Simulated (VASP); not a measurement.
# AlC6 (P6/mmm) in VASP: notebook

Runs on AlC6. Level: PBE+D3(BJ). Tasks: single point, relaxation of cell and atoms.

All numbers are computed with VASP 6.6.1; they aren't measurements. Logs are shortened: lines on timing, memory, paths and dates and some standing lists are left out, and cuts for length are marked.

## (1) The cell of the first run

Symmetry: P6/mmm, No. 191, hexagonal system. Conventional cell: a = 4.270 Å, b = 4.270 Å, c = 5.842 Å, α = 90.00°, β = 90.00°, γ = 120.00°. Within 4.3 Å of Al (site symmetry 6/mmm) lie 24 C at 3.25 to 4.08 Å and 6 Al at 4.27 Å. C (site symmetry m2m) has 3 C at 1.42 Å within 1.9 Å.

## (2) Single point, PBE+D3(BJ)

Input file INCAR:

```
PREC = Accurate
ENCUT = 520
EDIFF = 1E-6
ISMEAR = 0
SIGMA = 0.1
LREAL = F
LASPH = T
NELM = 100
ALGO = Normal
ISIF = 2
LWAVE = F
LCHARG = T
GGA = PE
IVDW = 12
LELF = T
LVHAR = T
NBANDS = 22
```

Input file KPOINTS:

```
Automatic mesh
0
Gamma
  12 12 8
```

Input file POSCAR:

```
AlC6
1.0
    4.2701555877      0.0000000000      0.0000000000
   -2.1350777938      3.6980632171      0.0000000000
    0.0000000000      0.0000000000      5.8419601087
Al C
1 6
Direct
    0.0000000000      0.0000000000      0.5000000000
    0.6665362023      0.0000000000      0.0000000000
    0.3334637977      0.3334637977      0.0000000000
    0.0000000000      0.6665362023      0.0000000000
    0.3334637977      0.0000000000      0.0000000000
    0.0000000000      0.3334637977      0.0000000000
    0.6665362023      0.6665362023      0.0000000000
```

Potentials or basis: VASP PAW PBE potentials, release 64 (Al, C).

Launch:

```console
> cat potpaw_PBE.64/Al/POTCAR potpaw_PBE.64/C/POTCAR > POTCAR
> mpirun -np 1 vasp_std > vasp.out
```

OUTCAR:

```text
PREC = Accurate
   ENCUT = 520
   EDIFF = 1E-6
   ISMEAR = 0
   LREAL = F
   LASPH = T
   NELM = 100
   ISIF = 2
   GGA = PE
   IVDW = 12
 IVDW          = 12

 ion  position               nearest neighbor table
   1  0.000  0.000  0.500-
   2  0.667  0.000  0.000-   5 1.42   7 1.42   6 1.42
   3  0.333  0.333  0.000-   7 1.42   6 1.42   5 1.42
   4  0.000  0.667  0.000-   6 1.42   7 1.42   5 1.42
   5  0.333  0.000  0.000-   2 1.42   3 1.42   4 1.42
   6  0.000  0.333  0.000-   4 1.42   3 1.42   2 1.42
   7  0.667  0.667  0.000-   3 1.42   4 1.42   2 1.42

  LATTYP: Found a hexagonal cell.
 ALAT       =     4.2701555877
 C/A-ratio  =     1.3680906910

  Lattice vectors:

 A1 = (   4.2701555877,   0.0000000000,   0.0000000000)
 A2 = (  -2.1350777938,   3.6980632171,   0.0000000000)
 A3 = (   0.0000000000,   0.0000000000,   5.8419601087)

Analysis of symmetry for initial positions (statically):
=====================================================================
 Subroutine PRICEL returns:
 Original cell was already a primitive cell.

 Routine SETGRP: Setting up the symmetry group for a
 hexagonal supercell.

 Subroutine GETGRP returns: Found 24 space group operations
 (whereof 24 operations were pure point group operations)
 out of a pool of 24 trial point group operations.

The static configuration has the point symmetry D_6h.

Analysis of symmetry for dynamics (positions and initial velocities):
=====================================================================
 Subroutine PRICEL returns:
 Original cell was already a primitive cell.

 Routine SETGRP: Setting up the symmetry group for a
 hexagonal supercell.

 Subroutine GETGRP returns: Found 24 space group operations
 (whereof 24 operations were pure point group operations)
 out of a pool of 24 trial point group operations.

The dynamic configuration has the point symmetry D_6h.

 Subroutine INISYM returns: Found 24 space group operations
 (whereof 24 operations are pure point group operations),
 and found     1 'primitive' translations

----------------------------------------------------------------------------------------

                                     Primitive cell

  volume of cell :      92.2522

  direct lattice vectors                    reciprocal lattice vectors
     4.270155588  0.000000000  0.000000000     0.234183504  0.135205909  0.000000000
    -2.135077794  3.698063217  0.000000000     0.000000000  0.270411819  0.000000000
     0.000000000  0.000000000  5.841960109     0.000000000  0.000000000  0.171175424

  length of vectors
     4.270155588  4.270155588  5.841960109     0.270411819  0.270411819  0.171175424

  position of ions in fractional coordinates (direct lattice)
     0.000000000  0.000000000  0.500000000
     0.666536202  0.000000000  0.000000000
     0.333463798  0.333463798  0.000000000
     1.000000000  0.666536202  0.000000000
     0.333463798  0.000000000  0.000000000
     1.000000000  0.333463798  0.000000000
     0.666536202  0.666536202  0.000000000

  ion indices of the primitive-cell ions
   primitive index   ion index
                 1           1
                 2           2
                 3           3
                 4           4
                 5           5
                 6           6
                 7           7

----------------------------------------------------------------------------------------

 KPOINTS: Automatic mesh

Automatic generation of k-mesh.
 Grid dimensions read from file:
 generate k-points for:   12   12    8

 Generating k-lattice:

  Cartesian coordinates                     Fractional coordinates (reciprocal lattice)
     0.019515292  0.011267159  0.000000000     0.083333333  0.000000000  0.000000000
     0.000000000  0.022534318  0.000000000     0.000000000  0.083333333  0.000000000
     0.000000000  0.000000000  0.021396928     0.000000000  0.000000000  0.125000000

  Length of vectors
     0.022534318  0.022534318  0.021396928

  Shift w.r.t. Gamma in fractional coordinates (k-lattice)
     0.000000000  0.000000000  0.000000000

 Subroutine IBZKPT returns following result:
 ===========================================

 Found     95 irreducible k-points:

 Following reciprocal coordinates:
            Coordinates               Weight
  0.000000  0.000000  0.000000      1.000000
  0.083333  0.000000  0.000000      6.000000
  0.166667  0.000000  0.000000      6.000000
  0.250000 -0.000000  0.000000      6.000000
  0.333333 -0.000000  0.000000      6.000000
  0.416667 -0.000000  0.000000      6.000000
[... 16 lines left out ...]
  0.250000 -0.000000  0.125000     12.000000
  0.333333 -0.000000  0.125000     12.000000
 [... further k-points ...]
   k-points           NKPTS =     95   k-points in BZ     NKDIM =     95   number of bands    NBANDS=     22
   number of dos      NEDOS =    301   number of ions     NIONS =      7
   total plane-waves  NPLWV =  49152
   dimension x,y,z NGX =    32 NGY =   32 NGZ =   48
   dimension x,y,z NGXF=    64 NGYF=   64 NGZF=   96
   ions per type =               1   6
   NGX,Y,Z   is equivalent  to a cutoff of  12.46, 12.46, 13.66 a.u.
   NGXF,Y,Z  is equivalent  to a cutoff of  24.92, 24.92, 27.32 a.u.
 SYSTEM =  unknown system
   PREC   = accura    normal or accurate (medium, high low for compatibility)
   ISTART =      0    job   : 0-new  1-cont  2-samecut
   ICHARG =      2    charge: 1-file 2-atom 10-const
   ISPIN  =      1    spin polarized calculation?
   LNONCOLLINEAR =      F non collinear calculations
   LSORBIT =      F    spin-orbit coupling
   LASPH  =      T    aspherical Exc in radial PAW
   ENCUT  =  520.0 eV  38.22 Ry    6.18 a.u.   7.94  7.94 10.86*2*pi/ulx,y,z
   NELM   =    100;   NELMIN=  2; NELMDL= -5     # of ELM steps
   EDIFF  = 0.1E-05   stopping-criterion for ELM
   LREAL  =      F    real-space projection
   EDIFFG = 0.1E-04   stopping-criterion for IOM
   NSW    =      0    number of steps for IOM
   IBRION =     -1    ionic relax: 0-MD 1-quasi-New 2-CG
   NFREE  =      0    steps in history (QN), initial steepest desc. (CG)
   ISIF   =      2    stress and relaxation
   ISYM   =      2    0-nonsym 1-usesym 2-fastsym
   POTIM  = 0.5000    time-step for ionic-motion
   TEBEG  =    0.0;   TEEND  =   0.0 temperature during run
   PSTRESS=    0.0 pullay stress
   NELECT =      27.0000    total number of electrons
   NUPDOWN=      -1.0000    fix difference up-down
   EMIN   =  10.00;   EMAX   =-10.00  energy-range for DOS
   EFERMI =   0.00;   METHOD = LEGACY
   ISMEAR =     0;   SIGMA  =   0.10  broadening in eV -4-tet -1-fermi 0-gaus
   EFERMI_NEDOS =   21; number of points for ismear=-14 and -15
   IALGO  =     38    algorithm
   IMIX   =      4    mixing-type and parameters
     AMIX     =   0.40;   BMIX     =  1.00
     AMIX_MAG =   1.60;   BMIX_MAG =  1.00
  volume/ion in A,a.u.               =      13.18        88.94
  Fermi-wavevector in a.u.,A,eV,Ry     =   1.086936  2.054011 16.074322  1.181429
  Thomas-Fermi vector in A             =   2.223084
   LORBIT       =      0    0 simple, 1 ext, 2 COOP (PROOUT), +10 PAW based schemes
   GGA     = PE    functional components
   LHFCALC =     F    Hartree Fock is set to
   AEXX    =    0.0000 exact exchange contribution
   IVDW    =    12    specifies the selected vdW correction
   LEPSILON=     F    determine dielectric tensor
   LRPA    =     F    only Hartree local field effects (RPA)
 non-spin polarized calculation
 Gauss-broadening in eV      SIGMA  =   0.10
  energy-cutoff  :      520.00
  volume of cell :       92.25
 maximum number of plane-waves:      2538
 NGX is ok and might be reduce to    32
   NGX = 15   NGY = 15   NGZ = 21

 number of electron      27.0000000 magnetization

 Free energy of the ion-electron system (eV)
  ---------------------------------------------------
  ext. energy  EPLUGINS =         0.00000000
  ---------------------------------------------------
  free energy    TOTEN  =       -56.73601069 eV

  energy without entropy =      -56.72385133  energy(sigma->0) =      -56.72993101

 E-fermi :   4.1973     XC(G=0):  -8.9947

 val. band max:        4.1945042118   @ k =   0.3333   0.0833   0.2500
 cond. band min:       4.2177615748   @ k =   0.4167   0.0833   0.5000
 fundamental gap:      0.0232573631
 Fermi energy:         4.1972994338

 k-point     1 :       0.0000    0.0000    0.0000
  band No.  band energies     occupation
      1     -16.3472      2.00000
      2      -9.4205      2.00000
      3      -9.4205      2.00000
      4      -9.3703      2.00000
      5      -9.3703      2.00000
      6      -7.4044      2.00000
[... 14 lines left out ...]
     21      11.5225      0.00000
     22      11.5225      0.00000

 k-point     2 :       0.0833    0.0000    0.0000
  band No.  band energies     occupation
      1     -16.2922      2.00000
      2     -10.1728      2.00000
      3      -9.9092      2.00000
      4      -9.1740      2.00000
      5      -8.7911      2.00000
      6      -7.0902      2.00000
[... 14 lines left out ...]
     21      11.5479      0.00000
     22      11.7319      0.00000

 k-point     3 :       0.1667    0.0000    0.0000
  band No.  band energies     occupation
      1     -16.1277      2.00000
      2     -11.1155      2.00000
      3     -10.3304      2.00000
      4      -9.3782      2.00000
      5      -8.0996      2.00000
      6      -6.4874      2.00000
[... 14 lines left out ...]
     21      11.8467      0.00000
     22      12.2943      0.00000
[... 476 lines left out ...]
 k-point    23 :       0.2500   -0.0000    0.1250
  band No.  band energies     occupation
      1     -15.8537      2.00000
      2     -12.0469      2.00000
      3     -10.6587      2.00000
      4      -9.6448      2.00000
      5      -7.3232      2.00000
      6      -5.7548      2.00000
[... 14 lines left out ...]
     21      12.0124      0.00000
     22      12.5641      0.00000

 k-point    24 :       0.3333   -0.0000    0.1250
  band No.  band energies     occupation
      1     -15.4722      2.00000
      2     -12.9155      2.00000
      3     -10.8937      2.00000
      4      -9.8623      2.00000
      5      -6.4671      2.00000
      6      -4.9427      2.00000
[... 14 lines left out ...]
     21      11.7249      0.00000
     22      11.9285      0.00000

 [... further k-points ...]

------------------------ aborting loop because EDIFF is reached ----------------------------------------

 Edisp (eV)   -1.35994

 E8    (eV) :    -0.4749

  FORCE on cell =-STRESS in cart. coord.  units (eV):
  Direction    XX          YY          ZZ          XY          YZ          ZX
  --------------------------------------------------------------------------------------
  -------------------------------------------------------------------------------------
  Total       0.22777     0.22777    -0.00132     0.00000     0.00000     0.00000
  in kB       3.95570     3.95570    -0.02291     0.00000     0.00000     0.00000
  external pressure =        2.63 kB  Pullay stress =        0.00 kB

 VOLUME and BASIS-vectors are now :
 -----------------------------------------------------------------------------
  energy-cutoff  :      520.00
  volume of cell :       92.25
      direct lattice vectors                 reciprocal lattice vectors
     4.270155588  0.000000000  0.000000000     0.234183504  0.135205909  0.000000000
    -2.135077794  3.698063217  0.000000000     0.000000000  0.270411819  0.000000000
     0.000000000  0.000000000  5.841960109     0.000000000  0.000000000  0.171175424

 POSITION                                       TOTAL-FORCE (eV/Angst)
 -----------------------------------------------------------------------------------
      0.00000      0.00000      2.92098        -0.000000      0.000000      0.000000
      2.84621      0.00000      0.00000        -0.000597     -0.000000      0.000000
      0.71197      1.23317      0.00000         0.000299      0.000517     -0.000000
     -1.42311      2.46489      0.00000         0.000299     -0.000517      0.000000
      1.42394      0.00000      0.00000         0.000597      0.000000      0.000000
     -0.71197      1.23317      0.00000        -0.000299      0.000517     -0.000000
      1.42311      2.46489      0.00000        -0.000299     -0.000517      0.000000
 -----------------------------------------------------------------------------------
    total drift:                                0.000000     -0.000000     -0.000000

  FREE ENERGIE OF THE ION-ELECTRON SYSTEM (eV)
  ---------------------------------------------------
  free  energy   TOTEN  =       -58.0959550029 eV

  energy  without entropy=      -58.0837956495  energy(sigma->0) =      -58.08987533
```

Run time: 1.8 min. Hardware: 1 thread of AMD EPYC 9R45 (Zen 5), shared host; peak memory 0.28 GiB.

What came out:

```yaml
Free_energy: -58.0960 eV
Pressure: 0.3 GPa
Dispersion_energy_per_atom: -0.194 eV
```

Stress tensor (GPa, compression positive):
```
0.40 0.00 0.00
0.00 0.40 0.00
0.00 0.00 0.00
```

Levels at points of the mesh, in eV from the Fermi level:
```csv
k point,band 9,band 10,band 11,band 12,band 13,band 14,band 15,band 16,band 17,band 18
"(0.00, 0.00, 0.00)",-5.21,-4.01,-4.01,-1.25,-1.25,-1.06,-1.06,2.22,3.32,3.32
"(0.50, 0.00, 0.00)",-7.38,-6.75,-6.49,-3.88,-3.53,-0.91,0.24,2.25,3.56,4.83
"(0.00, 0.00, 0.50)",-4.16,-4.01,-4.01,-1.38,-1.38,-1.11,-1.11,0.33,3.95,3.95
"(0.50, 0.00, 0.50)",-7.38,-7.12,-6.62,-3.62,-2.84,-0.07,0.39,1.49,2.82,4.71
```

Caveat: pairwise dispersion overbinds metals, which lowers pressure and volume.

[end of part 1 of 2]
